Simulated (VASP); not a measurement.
The system is OsC6.

```
CELL_PARAMETERS angstrom
0.00000 3.63509 3.63509
3.63509 0.00000 3.63509
3.63509 3.63509 0.00000
ATOMIC_POSITIONS crystal
Os 0.00000 0.00000 0.00000
C 0.20453 0.79547 0.79547
C 0.79547 0.20453 0.20453
C 0.79547 0.20453 0.79547
C 0.20453 0.79547 0.20453
C 0.79547 0.79547 0.20453
C 0.20453 0.20453 0.79547
```

| Property | Result |
| --- | --- |
| Program | VASP 6.6.1 |
| Task | relaxation of cell and atoms |
| Functional | PBE |
| Potentials or basis | VASP PAW PBE potentials, release 64 (Os, C) |
| Cutoff | 600 eV |
| k mesh | 4 × 4 × 4 |
| Occupations | gaussian, width 0.1 eV |
| Spin | no spin polarisation |

At the start: pressure 193.0 GPa; volume 13.72 Å³/atom.

Problem. Where does the relaxation end?

Solution. Over 25 steps the energy falls by 8897.5 meV/atom and the volume is 9.40 Å³/atom (-31.5 %); space group Fm-3m (No. 225, to 0.05 Å).

The path:
```tsv
step	energy change (eV)	largest force (eV/Å)	pressure (GPa)	volume (Å³)
1	0.0000	40.1543	192.96	96.07
2	1528.4387	1989.5965	300.96	557.83
3	-54.7972	2.2380	-41.39	104.29
4	-54.8599	2.2630	-41.64	103.87
5	-55.4571	2.5223	-43.63	99.92
6	-55.7411	2.6710	-44.37	97.98
7	-55.8777	2.7526	-44.65	97.02
8	-55.9443	2.7956	-44.77	96.54
9	-55.9772	2.8177	-44.82	96.31
10	-55.9936	2.8285	-44.85	96.19
11	-56.0017	2.8345	-44.86	96.13
12	-56.0058	2.8374	-44.86	96.10
13	-56.0078	2.8382	-44.89	96.08
14	-56.0088	2.8389	-44.87	96.07
15	-56.0093	2.8395	-44.88	96.07
16	-56.0096	2.8398	-44.87	96.07
17	-56.0097	2.8402	-44.87	96.07
18	-56.0098	2.8401	-44.87	96.07
19	-56.0098	2.8401	-44.87	96.07
20	-55.5005	16.2683	43.45	68.50
21	-60.3809	2.3302	-22.80	79.65
22	-62.2567	0.4719	-5.06	66.97
23	-62.2587	0.5831	-4.12	66.66
24	-62.2262	0.9628	6.90	64.55
25	-62.2824	0.0107	0.01	65.81
```

Final structure:
```cif
data_structure
_symmetry_space_group_name_H-M 'P 1'
_symmetry_Int_Tables_number 1
_cell_length_a 4.5317
_cell_length_b 4.5317
_cell_length_c 4.5317
_cell_angle_alpha 60.000
_cell_angle_beta 60.000
_cell_angle_gamma 60.000
_cell_volume 65.81
loop_
_atom_site_label
_atom_site_type_symbol
_atom_site_fract_x
_atom_site_fract_y
_atom_site_fract_z
_atom_site_occupancy
Os1 Os 0.00000 0.00000 0.00000 1
C1 C 0.32223 0.67777 0.67777 1
C2 C 0.67777 0.32223 0.32223 1
C3 C 0.67777 0.32223 0.67777 1
C4 C 0.32223 0.67777 0.32223 1
C5 C 0.67777 0.67777 0.32223 1
C6 C 0.32223 0.32223 0.67777 1
```

Caveat: the volume moved by over 15 % at a fixed basis, so the end points are rough.
